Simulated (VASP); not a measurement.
Write the native input for VASP 6.6.1 that does the following.

- Task: single point
- Functional: PBE
- Potentials or basis: VASP PAW PBE potentials, release 64 (Ag, I)
- Cutoff: 500 eV
- k mesh: 6 × 6 × 6
- Occupations: fermi-dirac, width 0.02 eV
- Spin: no spin polarisation
- Dipole correction: no
- Further INCAR settings: ALGO = Normal; EDIFF = 1e-06; NBANDS = 16

The structure of AgI lies in POSCAR:

```
AgI
1.0
    0.0000000000      3.3144926383      3.3144926383
    3.3144926383      0.0000000000      3.3144926383
    3.3144926383      3.3144926383      0.0000000000
Ag I
1 1
Direct
    0.0000000000      0.0000000000      0.0000000000
    0.7500000000      0.7500000000      0.7500000000
```

One way to write it, as run:

INCAR

```
SYSTEM = AgI
  PREC = Accurate
  ENCUT = 500
  EDIFF = 1E-6
  ISMEAR = -1
  SIGMA = 0.02
  LREAL = .False.
  LASPH = .True.
  NELM = 120
  ALGO = Normal
  ISIF = 2
  LWAVE = .False.
  LCHARG = .True.
  GGA = PE
  LELF = .True.
  LVHAR = .True.
  NBANDS = 16
  GGA_COMPAT = .False.
```

KPOINTS

```
regular mesh
0
Gamma
  6 6 6
  0 0 0
```

Potentials or basis: VASP PAW PBE potentials, release 64 (Ag, I).

The run is started by

```sh
$ cat potpaw_PBE.64/Ag/POTCAR potpaw_PBE.64/I/POTCAR > POTCAR
$ mpirun -np 1 vasp_std > vasp.out
```

It gave:

The pressure is 0.0 GPa and the band gap on the k mesh is 1.34 eV.

Caveat: spin-orbit coupling is left out, which moves the levels of the heavy elements.

Wall time 13 s on 1 thread of AMD EPYC 9R45 96-Core Processor (Zen 5), with other jobs on the host, peak memory 0.18 GiB.
